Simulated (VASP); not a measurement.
# Sb2Se3 (Pnma) in VASP: electric field gradients with PBE

Aim: the electric field gradients of Sb2Se3 with PBE.

Everything below comes from runs of VASP 6.6.1. Logs are shortened: lines on timing, memory, paths and dates and some standing lists are left out, and cuts for length are marked.

## 1. The cell of the first run

The structure is orthorhombic, space group Pnma (No. 62). Conventional cell: a = 12.823 Å, b = 3.808 Å, c = 15.056 Å, α = 90.00°, β = 90.00°, γ = 90.00°. Sb (site symmetry m) has 3 Se at 2.57 to 2.65 Å within 3.4 Å. Within 3.9 Å of Sb (site symmetry m) lie 6 Se at 2.62 to 3.74 Å and 3 Sb at 3.78 to 3.81 Å. Within 3.5 Å of Se (site symmetry m) lie 2 Sb at 2.63 Å. Se (site symmetry m) has 2 Sb at 2.57 to 2.62 Å within 3.4 Å. Within 4.2 Å of Se (site symmetry m) lie 5 Sb at 2.65 to 3.74 Å and 6 Se at 3.81 to 4.14 Å.

## 2. Electric field gradients, PBE

Contents of INCAR:

```
SYSTEM = Sb2Se3
PREC = Accurate
ENCUT = 520
EDIFF = 1E-8
ISMEAR = -1
SIGMA = 0.02
LREAL = Auto
LASPH = .TRUE.
NELM = 80
ALGO = Normal
ISIF = 2
LWAVE = .FALSE.
LCHARG = .FALSE.
GGA = PE
LEFG = .TRUE.
NBANDS = 72
```

Contents of KPOINTS:

```
regular mesh
0
G
  3 7 2
  0 0 0
```

Contents of POSCAR:

```
Sb2Se3
1.0
   12.8230290000      0.0000000000      0.0000000000
    0.0000000000      3.8083550000      0.0000000000
    0.0000000000      0.0000000000     15.0556990000
Sb Se
8 12
Direct
    0.5148850000      0.2500000000      0.2385890000
    0.0148850000      0.2500000000      0.2614110000
    0.4851150000      0.7500000000      0.7614110000
    0.9851150000      0.7500000000      0.7385890000
    0.1871340000      0.2500000000      0.0572740000
    0.8128660000      0.7500000000      0.9427260000
    0.3128660000      0.7500000000      0.5572740000
    0.6871340000      0.2500000000      0.4427260000
    0.6789380000      0.2500000000      0.9826340000
    0.7121530000      0.2500000000      0.2699670000
    0.2878470000      0.7500000000      0.7300330000
    0.3210620000      0.7500000000      0.0173660000
    0.2121530000      0.2500000000      0.2300330000
    0.7878470000      0.7500000000      0.7699670000
    0.5397030000      0.2500000000      0.6482760000
    0.8210620000      0.7500000000      0.4826340000
    0.0397030000      0.2500000000      0.8517240000
    0.1789380000      0.2500000000      0.5173660000
    0.9602970000      0.7500000000      0.1482760000
    0.4602970000      0.7500000000      0.3517240000
```

Potentials or basis: VASP PAW PBE potentials, release 64 (Sb, Se).

Command:

```
$ cat potpaw_PBE.64/Sb/POTCAR potpaw_PBE.64/Se/POTCAR > POTCAR
$ mpirun -np 1 vasp_std > vasp.out
```

OUTCAR:

```text
SYSTEM = Sb2Se3
   PREC = Accurate
   ENCUT = 520
   EDIFF = 1E-8
   ISMEAR = -1
   LREAL = Auto
   LASPH = .TRUE.
   NELM = 80
   ISIF = 2
   GGA = PE

 ion  position               nearest neighbor table
   1  0.515  0.250  0.239-  10 2.57  20 2.65  20 2.65   8 3.78
   2  0.015  0.250  0.261-  13 2.57  19 2.65  19 2.65   5 3.78
   3  0.485  0.750  0.761-  11 2.57  15 2.65  15 2.65   7 3.78
   4  0.985  0.750  0.739-  14 2.57  17 2.65  17 2.65   6 3.78
   5  0.187  0.250  0.057-  13 2.62  12 2.63  12 2.63   2 3.78
   6  0.813  0.750  0.943-  14 2.62   9 2.63   9 2.63   4 3.78
   7  0.313  0.750  0.557-  11 2.62  18 2.63  18 2.63   3 3.78
   8  0.687  0.250  0.443-  10 2.62  16 2.63  16 2.63   1 3.78
   9  0.679  0.250  0.983-   6 2.63   6 2.63
  10  0.712  0.250  0.270-   1 2.57   8 2.62
  11  0.288  0.750  0.730-   3 2.57   7 2.62
  12  0.321  0.750  0.017-   5 2.63   5 2.63
  13  0.212  0.250  0.230-   2 2.57   5 2.62
  14  0.788  0.750  0.770-   4 2.57   6 2.62
  15  0.540  0.250  0.648-   3 2.65   3 2.65
  16  0.821  0.750  0.483-   8 2.63   8 2.63
  17  0.040  0.250  0.852-   4 2.65   4 2.65
  18  0.179  0.250  0.517-   7 2.63   7 2.63
  19  0.960  0.750  0.148-   2 2.65   2 2.65
  20  0.460  0.750  0.352-   1 2.65   1 2.65

  LATTYP: Found a simple orthorhombic cell.
 ALAT       =     3.8083550000
 B/A-ratio  =     3.3670781742
 C/A-ratio  =     3.9533339198

  Lattice vectors:

 A1 = (   0.0000000000,  -3.8083550000,   0.0000000000)
 A2 = (  12.8230290000,   0.0000000000,   0.0000000000)
 A3 = (   0.0000000000,   0.0000000000,  15.0556990000)

Analysis of symmetry for initial positions (statically):
=====================================================================
 Subroutine PRICEL returns:
 Original cell was already a primitive cell.

 Routine SETGRP: Setting up the symmetry group for a
 simple orthorhombic supercell.

 Subroutine GETGRP returns: Found  8 space group operations
 (whereof  2 operations were pure point group operations)
 out of a pool of  8 trial point group operations.

The static configuration has the point symmetry S_2 .
 The point group associated with its full space group is D_2h.

Analysis of symmetry for dynamics (positions and initial velocities):
=====================================================================
[... 1333 lines left out ...]
  Direction    XX          YY          ZZ          XY          YZ          ZX
  --------------------------------------------------------------------------------------
  -------------------------------------------------------------------------------------
  Total        1.2126912      0.5680577     -0.0276566      0.0000000      0.0000000      0.0000000
  in kB        2.6426025      1.2378673     -0.0602671      0.0000000      0.0000000      0.0000000
  external PRESSURE =       1.2734009 kB  Pullay stress =       0.0000000 kB

 VOLUME and BASIS-vectors are now :
 -----------------------------------------------------------------------------
  energy-cutoff  :      520.00
  volume of cell :      735.24
      direct lattice vectors                 reciprocal lattice vectors
    12.823029000  0.000000000  0.000000000     0.077984695  0.000000000  0.000000000
     0.000000000  3.808355000  0.000000000     0.000000000  0.262580563  0.000000000
     0.000000000  0.000000000 15.055699000     0.000000000  0.000000000  0.066420031

 POSITION                                       TOTAL-FORCE (eV/Angst)
 -----------------------------------------------------------------------------------
      6.60239      0.95209      3.59212        -0.050042     -0.000000     -0.014534
      0.19087      0.95209      3.93573        -0.050042     -0.000000      0.014534
      6.22064      2.85627     11.46357         0.050042      0.000000      0.014534
     12.63216      2.85627     11.11997         0.050042     -0.000000     -0.014534
      2.39962      0.95209      0.86230        -0.061215     -0.000000      0.029106
     10.42340      2.85627     14.19340         0.061215     -0.000000     -0.029106
[... 12 lines left out ...]
     12.31392      2.85627      2.23240         0.030902      0.000000     -0.041124
      5.90240      2.85627      5.29545         0.030902     -0.000000      0.041124
 -----------------------------------------------------------------------------------
    total drift:                               -0.000000     -0.000000     -0.000000

  FREE ENERGIE OF THE ION-ELECTRON SYSTEM (eV)
  ---------------------------------------------------
  free  energy   TOTEN  =       -78.5223922894 eV

  energy  without entropy=      -78.5223919736  energy(sigma->0) =      -78.52239213

 Electric field gradients (V/A^2)
---------------------------------------------------------------------
 ion       V_xx      V_yy      V_zz      V_xy      V_xz      V_yz
---------------------------------------------------------------------
   1      10.420   119.381  -129.802    -0.000  -129.697    -0.000
   2      10.420   119.381  -129.802    -0.000   129.697    -0.000
   3      10.420   119.381  -129.802    -0.000  -129.697    -0.000
   4      10.420   119.381  -129.802    -0.000   129.697    -0.000
   5    -124.745    93.241    31.503     0.000  -104.285    -0.000
   6    -124.745    93.241    31.503     0.000  -104.285    -0.000
[... 12 lines left out ...]
  19    -307.316   220.131    87.185    -0.000   174.475     0.000
  20    -307.316   220.131    87.185    -0.000  -174.475    -0.000
---------------------------------------------------------------------

 Electric field gradients after diagonalization (V/A^2)
 (convention: |V_zz| > |V_xx| > |V_yy|)
----------------------------------------------------------------------
 ion       V_xx      V_yy      V_zz     asymmetry (V_yy - V_xx)/ V_zz
----------------------------------------------------------------------
   1     119.381    87.743  -207.125       0.153
   2     119.381    87.743  -207.125       0.153
   3     119.381    87.743  -207.125       0.153
   4     119.381    87.743  -207.125       0.153
   5      93.241    83.681  -176.923       0.054
   6      93.241    83.681  -176.923       0.054
[... 12 lines left out ...]
  19     220.131   153.277  -373.408       0.179
  20     220.131   153.277  -373.408       0.179
----------------------------------------------------------------------

           NMR quadrupolar parameters

 Cq : quadrupolar parameter    Cq=e*Q*V_zz/h
 eta: asymmetry parameters     (V_yy - V_xx)/ V_zz
 Q  : nuclear electric quadrupole moment in mb (millibarn)
----------------------------------------------------------------------
 ion       Cq(MHz)       eta       Q (mb)
----------------------------------------------------------------------
   1      -0.501       0.153       1.000
   2      -0.501       0.153       1.000
   3      -0.501       0.153       1.000
   4      -0.501       0.153       1.000
   5      -0.428       0.054       1.000
   6      -0.428       0.054       1.000
[... 12 lines left out ...]
  19      -0.903       0.179       1.000
  20      -0.903       0.179       1.000
----------------------------------------------------------------------
```

stdout:

```text
POSCAR found type information on POSCAR SbSe
 POSCAR found :  2 types and      20 ions
 scaLAPACK will be used
 LDA part: xc-table for (Slater+PW92), standard interpolation
 POSCAR, INCAR and KPOINTS ok, starting setup
 FFT: planning ... GRIDC
 FFT: planning ... GRID_SOFT
 FFT: planning ... GRID
 WAVECAR not read
 entering main loop
ion   1

ion   2

ion   3

ion   4

ion   5

ion   6

ion   7

ion   8

ion   9

ion  10

ion  11

ion  12

ion  13

ion  14

ion  15

ion  16

ion  17

ion  18

ion  19

ion  20
```

Wall time 32 min (1 thread of Oxide Virtual Turin-like, shared host); peak memory 0.88 GiB.

What came out:

```yaml
Free_energy: -78.5224 eV
Pressure: 0.1 GPa
Largest_force: 0.104 eV/Å
Band_gap_on_the_k_mesh: 0.49 eV
Largest_electric_field_gradient_by_atom: Sb -207.1, -176.9 (each value once); Se -382.6, -376.9, -373.4 (each value once) V/Å²
```

Forces on the atoms (eV/Å):
```
Sb  -0.050  0.000 -0.015
Sb  -0.050  0.000  0.015
Sb   0.050  0.000  0.015
Sb   0.050  0.000 -0.015
Sb  -0.061  0.000  0.029
Sb   0.061  0.000 -0.029
Sb   0.061  0.000  0.029
Sb  -0.061  0.000 -0.029
Se  -0.092  0.000 -0.009
Se   0.099  0.000 -0.032
Se  -0.099  0.000  0.032
Se   0.092  0.000  0.009
Se   0.099  0.000  0.032
Se  -0.099  0.000 -0.032
Se  -0.031  0.000 -0.041
Se   0.092  0.000 -0.009
Se  -0.031  0.000  0.041
Se  -0.092  0.000  0.009
Se   0.031  0.000 -0.041
Se   0.031  0.000  0.041
```

Stress tensor (GPa, compression positive):
```
 0.26  0.00  0.00
 0.00  0.12  0.00
 0.00  0.00 -0.01
```

Electric field gradients, principal values (V/Å²):
| atom | least | middle | greatest (by size) |
| --- | --- | --- | --- |
| 1 Sb | 87.743 | 119.381 | -207.125 |
| 2 Sb | 87.743 | 119.381 | -207.125 |
| 3 Sb | 87.743 | 119.381 | -207.125 |
| 4 Sb | 87.743 | 119.381 | -207.125 |
| 5 Sb | 83.681 | 93.241 | -176.923 |
| 6 Sb | 83.681 | 93.241 | -176.923 |
| 7 Sb | 83.681 | 93.241 | -176.923 |
| 8 Sb | 83.681 | 93.241 | -176.923 |
| 9 Se | 153.414 | 229.234 | -382.647 |
| 10 Se | 141.654 | 235.219 | -376.874 |
| 11 Se | 141.654 | 235.219 | -376.874 |
| 12 Se | 153.414 | 229.234 | -382.647 |
| 13 Se | 141.654 | 235.219 | -376.874 |
| 14 Se | 141.654 | 235.219 | -376.874 |
| 15 Se | 153.277 | 220.131 | -373.408 |
| 16 Se | 153.414 | 229.234 | -382.647 |
| 17 Se | 153.277 | 220.131 | -373.408 |
| 18 Se | 153.414 | 229.234 | -382.647 |
| 19 Se | 153.277 | 220.131 | -373.408 |
| 20 Se | 153.277 | 220.131 | -373.408 |

Caveat: without QUAD_EFG the Cq values of the log hold for a quadrupole moment of 1 mb, not for the nuclei; spin-orbit coupling is left out, which moves the levels of the heavy elements; an odd mesh through Γ misses points on the zone boundary, where band edges can lie.
